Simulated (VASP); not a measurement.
Wanted: the native input for a VASP 6.6.1 run.

```yaml
Task: single point
Functional: PBE
Potentials_or_basis: VASP PAW PBE potentials, release 64 (Ga_d, Sb)
Cutoff: 520 eV
k_mesh: 16 × 16 × 16
Occupations: gaussian, width 0.15 eV
Spin: no spin polarisation
Dipole_correction: no
Further_INCAR_settings: ALGO = Normal; EDIFF = 1e-07; NBANDS = 16
```

The structure of GaSb lies in POSCAR:

```
GaSb
1.0
   -2.7014000000      2.7014000000      1.7076500000
    2.7014000000     -2.7014000000      1.7076500000
    2.7014000000      2.7014000000     -1.7076500000
Ga Sb
1 1
Direct
    0.2500000000      0.7500000000      0.5000000000
    0.0000000000      0.0000000000      0.0000000000
```

These files were run (other wordings do the same):

INCAR

```
PREC = Accurate ; ENCUT = 520
EDIFF = 1E-7 ; ISMEAR = 0
SIGMA = 0.15 ; LREAL = F
LASPH = T ; NELM = 60
ALGO = Normal ; ISIF = 2
LWAVE = F ; LCHARG = T
GGA = PE ; LELF = T
LVHAR = T ; NBANDS = 16
```

KPOINTS

```
Automatic mesh
0
Gamma
  16 16 16
```

Potentials or basis: VASP PAW PBE potentials, release 64 (Ga_d, Sb).

The run is started by

```sh
$ cat potpaw_PBE.64/Ga_d/POTCAR potpaw_PBE.64/Sb/POTCAR > POTCAR
$ mpirun -np 1 vasp_std > vasp.out
```

Results of the run:

The pressure is -0.6 GPa and the band gap on the k mesh is zero (bands 9 and 10 overlap by 4.76 eV).

Caveat: spin-orbit coupling is left out, which moves the levels of the heavy elements.

Wall time 3.9 min on 1 thread of Intel Xeon 8259CL, on a shared host, peak memory 0.41 GiB.
